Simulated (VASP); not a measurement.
# Br (Cmce) in VASP: relaxation of shape and atoms at fixed volume with PBE

Aim: the relaxation of shape and atoms at fixed volume of Br with PBE.

Everything below comes from runs of VASP 6.6.1. Logs are shortened: lines on timing, memory, paths and dates and some standing lists are left out, and cuts for length are marked.

**1. The cell of the first run**

The structure is orthorhombic, space group Cmce (No. 64). The conventional cell has a = 8.554 Å, b = 4.237 Å, c = 8.613 Å, α = 90.00°, β = 90.00°, γ = 90.00°. Br (site symmetry m) has 1 Br at 2.37 Å within 3.1 Å.

**2. Relaxation of shape and atoms at fixed volume, PBE (volume scaled by 0.97)**

The input, INCAR:

```
SYSTEM = Br
PREC = Accurate
ENCUT = 600
EDIFF = 1E-6
ISMEAR = 0
SIGMA = 0.02
LREAL = .FALSE.
LASPH = .TRUE.
NELM = 80
ALGO = Normal
ISIF = 4
LWAVE = .FALSE.
LCHARG = .FALSE.
GGA = PE
IBRION = 2
NSW = 50
EDIFFG = -0.01
```

The input, KPOINTS:

```
Automatic mesh
0
G
  8 8 4
  0 0 0
```

The input, POSCAR:

```
Br
1.0
    4.2769080864     -2.1186514654      0.0000000000
    4.2769080864      2.1186514654      0.0000000000
    0.0000000000      0.0000000000      8.6125487880
Br
4
Direct
    0.8583045841      0.1416954159      0.1183765346
    0.6416954159      0.3583045841      0.6183765346
    0.1416954159      0.8583045841      0.8816234654
    0.3583045841      0.6416954159      0.3816234654
```

Potentials or basis: VASP PAW PBE potentials, release 64 (Br).

Started as:

```sh
$ cat potpaw_PBE.64/Br/POTCAR > POTCAR
$ mpirun -np 1 vasp_std > vasp.out
```

OUTCAR:

```text
SYSTEM = Br
   PREC = Accurate
   ENCUT = 600
   EDIFF = 1E-6
   ISMEAR = 0
   LREAL = .FALSE.
   LASPH = .TRUE.
   NELM = 80
   ISIF = 4
   GGA = PE
   IBRION = 2
   NSW = 50
   EDIFFG = -0.01

 ion  position               nearest neighbor table
   1  0.858  0.142  0.118-   3 2.37
   2  0.642  0.358  0.618-   4 2.37
   3  0.142  0.858  0.882-   1 2.37
   4  0.358  0.642  0.382-   2 2.37

  LATTYP: Found a base centered orthorhombic cell.
 ALAT       =     4.2373029308
 B/A-ratio  =     2.0186935682
 C/A-ratio  =     2.0325544170

  Lattice vectors:

 A1 = (  -4.2769080864,  -2.1186514654,   0.0000000000)
 A2 = (   4.2769080864,  -2.1186514654,   0.0000000000)
 A3 = (   0.0000000000,   0.0000000000,   8.6125487880)

Analysis of symmetry for initial positions (statically):
=====================================================================
 Subroutine PRICEL returns:
 Original cell was already a primitive cell.

 Routine SETGRP: Setting up the symmetry group for a
 base centered orthorhombic supercell.

 Subroutine GETGRP returns: Found  8 space group operations
 (whereof  4 operations were pure point group operations)
 out of a pool of  8 trial point group operations.

The static configuration has the point symmetry C_2h.
 The point group associated with its full space group is D_2h.

Analysis of symmetry for dynamics (positions and initial velocities):
=====================================================================
 Subroutine PRICEL returns:
 Original cell was already a primitive cell.

 Routine SETGRP: Setting up the symmetry group for a
 base centered orthorhombic supercell.

 Subroutine GETGRP returns: Found  8 space group operations
 (whereof  4 operations were pure point group operations)
 out of a pool of  8 trial point group operations.

The dynamic configuration has the point symmetry C_2h.
 The point group associated with its full space group is D_2h.

 Subroutine INISYM returns: Found  8 space group operations
 (whereof  4 operations are pure point group operations),
 and found     1 'primitive' translations

----------------------------------------------------------------------------------------

                                     Primitive cell

  volume of cell :     156.0814

  direct lattice vectors                    reciprocal lattice vectors
[... 93 lines left out ...]
   EDIFFG = -.1E-01   stopping-criterion for IOM
   NSW    =     50    number of steps for IOM
   IBRION =      2    ionic relax: 0-MD 1-quasi-New 2-CG
   NFREE  =      1    steps in history (QN), initial steepest desc. (CG)
   ISIF   =      4    stress and relaxation
   ISYM   =      2    0-nonsym 1-usesym 2-fastsym
   POTIM  = 0.5000    time-step for ionic-motion
   TEBEG  =    0.0;   TEEND  =   0.0 temperature during run
   PSTRESS=    0.0 pullay stress
   NELECT =      28.0000    total number of electrons
   NUPDOWN=      -1.0000    fix difference up-down
   EMIN   =  10.00;   EMAX   =-10.00  energy-range for DOS
   EFERMI =   0.00;   METHOD = LEGACY
   ISMEAR =     0;   SIGMA  =   0.02  broadening in eV -4-tet -1-fermi 0-gaus
   EFERMI_NEDOS =   21; number of points for ismear=-14 and -15
   IALGO  =     38    algorithm
   IMIX   =      4    mixing-type and parameters
     AMIX     =   0.40;   BMIX     =  1.00
     AMIX_MAG =   1.60;   BMIX_MAG =  1.00
  volume/ion in A,a.u.               =      39.02       263.32
  Fermi-wavevector in a.u.,A,eV,Ry     =   0.923302  1.744788 11.598785  0.852487
  Thomas-Fermi vector in A             =   2.048924
   LORBIT       =      0    0 simple, 1 ext, 2 COOP (PROOUT), +10 PAW based schemes
   GGA     = PE    functional components
   LHFCALC =     F    Hartree Fock is set to
   AEXX    =    0.0000 exact exchange contribution
   IVDW    =     0    specifies the selected vdW correction
   LEPSILON=     F    determine dielectric tensor
   LRPA    =     F    only Hartree local field effects (RPA)
 conjugate gradient relaxation of ions
 non-spin polarized calculation
 Gauss-broadening in eV      SIGMA  =   0.02
  energy-cutoff  :      600.00
  volume of cell :      156.08
 maximum number of plane-waves:      5243
 NGX is ok and might be reduce to    40
   NGX = 19   NGY = 19   NGZ = 35

--------------------------------------- Ionic step        1  -------------------------------------------

 number of electron      27.9999999 magnetization

 Free energy of the ion-electron system (eV)
  ---------------------------------------------------
  ext. energy  EPLUGINS =         0.00000000
  ---------------------------------------------------
  free energy    TOTEN  =        -6.55819219 eV

  energy without entropy =       -6.55819219  energy(sigma->0) =       -6.55819219

------------------------ aborting loop because EDIFF is reached ----------------------------------------

  FORCE on cell =-STRESS in cart. coord.  units (eV):
  Direction    XX          YY          ZZ          XY          YZ          ZX
  --------------------------------------------------------------------------------------
  -------------------------------------------------------------------------------------
  Total        0.0225949      0.6988449      1.4838359      0.0000000      0.0000000      0.0000000
  in kB        0.2319372      7.1736515     15.2315936      0.0000000      0.0000000      0.0000000
  external PRESSURE =       7.5457274 kB  Pullay stress =       0.0000000 kB
[... 139 lines left out ...]
--------------------------------------- Ionic step        5  -------------------------------------------

 number of electron      28.0000000 magnetization

 Free energy of the ion-electron system (eV)
  ---------------------------------------------------
  ext. energy  EPLUGINS =         0.00000000
  ---------------------------------------------------
  free energy    TOTEN  =        -6.56841682 eV

  energy without entropy =       -6.56841682  energy(sigma->0) =       -6.56841682

 E-fermi :  -0.9901     XC(G=0):  -7.1689

 val. band max:       -1.1163550220   @ k =   0.0000   0.0000   0.0000
 cond. band min:       0.2352415444   @ k =   0.0000   0.0000   0.0000
 fundamental gap:      1.3515965665
 Fermi energy:        -0.9900861084

 k-point     1 :       0.0000    0.0000    0.0000
  band No.  band energies     occupation
      1     -16.7713      2.00000
      2     -16.2150      2.00000
      3     -14.6410      2.00000
      4     -13.6252      2.00000
      5      -6.0076      2.00000
      6      -4.7235      2.00000
[... 481 lines left out ...]
      5      -5.9373      2.00000
      6      -5.3604      2.00000
[... 10 lines left out ...]
     17       5.2975      0.00000
     18       5.9805      0.00000

 [... further k-points ...]
[... 5 lines left out ...]
  --------------------------------------------------------------------------------------
  -------------------------------------------------------------------------------------
  Total        0.0428688      0.1020498      0.0658836      0.0000000      0.0000000      0.0000000
  in kB        0.4400489      1.0475426      0.6762959      0.0000000      0.0000000      0.0000000
  external PRESSURE =       0.7212958 kB  Pullay stress =       0.0000000 kB
[... 19 lines left out ...]
  FREE ENERGIE OF THE ION-ELECTRON SYSTEM (eV)
  ---------------------------------------------------
  free  energy   TOTEN  =        -6.5684168171 eV

  energy  without entropy=       -6.5684168171  energy(sigma->0) =       -6.56841682

 reached required accuracy - stopping structural energy minimisation
```

OSZICAR:

```text
N       E                     dE             d eps       ncg     rms          rms(c)
DAV:   1     0.207258529089E+03    0.20726E+03   -0.12103E+04  2268   0.142E+03
DAV:   2     0.111664554772E+02   -0.19609E+03   -0.19293E+03  3402   0.215E+02
[... 39 lines left out ...]
DAV:   1    -0.657051733731E+01   -0.26598E-02   -0.28296E-01  2268   0.296E+00    0.290E-01
DAV:   2    -0.656944394270E+01    0.10734E-02   -0.92036E-03  2662   0.623E-01    0.136E-01
DAV:   3    -0.656858090277E+01    0.86304E-03   -0.74457E-04  2436   0.164E-01    0.545E-02
DAV:   4    -0.656841005608E+01    0.17085E-03   -0.37783E-04  2424   0.113E-01    0.155E-02
DAV:   5    -0.656841452241E+01   -0.44663E-05   -0.13237E-05  2362   0.258E-02    0.743E-03
DAV:   6    -0.656841592336E+01   -0.14009E-05   -0.27055E-06  1720   0.116E-02    0.494E-03
DAV:   7    -0.656841681715E+01   -0.89378E-06   -0.55943E-07  1316   0.701E-03
   5 F= -.65684168E+01 E0= -.65684168E+01  d E =-.914503E-03
```

It took 9.5 min on 1 thread of Intel Xeon 6975P-C, shared host; peak memory 0.44 GiB.

What came out:

- Free energy: -6.5684 eV
- Energy gained by relaxing: 2.6 meV/atom
- Ionic steps: 5
- Pressure after relaxing: 0.1 GPa
- Largest force after relaxing: 0.007 eV/Å
- Band gap on the k mesh: 1.35 eV, direct

Forces in eV/Å, atoms in the order of the input:
```
Br   0.000 -0.006 -0.004
Br   0.000  0.006 -0.004
Br   0.000  0.006  0.004
Br   0.000 -0.006  0.004
```

Step by step:
```csv
step,energy change (eV),largest force (eV/Å),pressure (GPa),volume (Å³)
1,0.0000,0.2324,0.75,156.08
2,-0.0089,0.0845,0.00,156.08
3,-0.0093,0.0372,0.14,156.08
4,-0.0097,0.0279,0.12,156.08
5,-0.0102,0.0069,0.07,156.08
```

Final structure:
```
CELL_PARAMETERS angstrom
4.22712 -2.12109 0.00000
4.22712 2.12109 0.00000
0.00000 0.00000 8.70400
ATOMIC_POSITIONS crystal
Br 0.85673 0.14327 0.11848
Br 0.64327 0.35673 0.61848
Br 0.14327 0.85673 0.88152
Br 0.35673 0.64327 0.38152
```

Caveat: the cell differs from its parent crystal (volume scaled by 0.97).
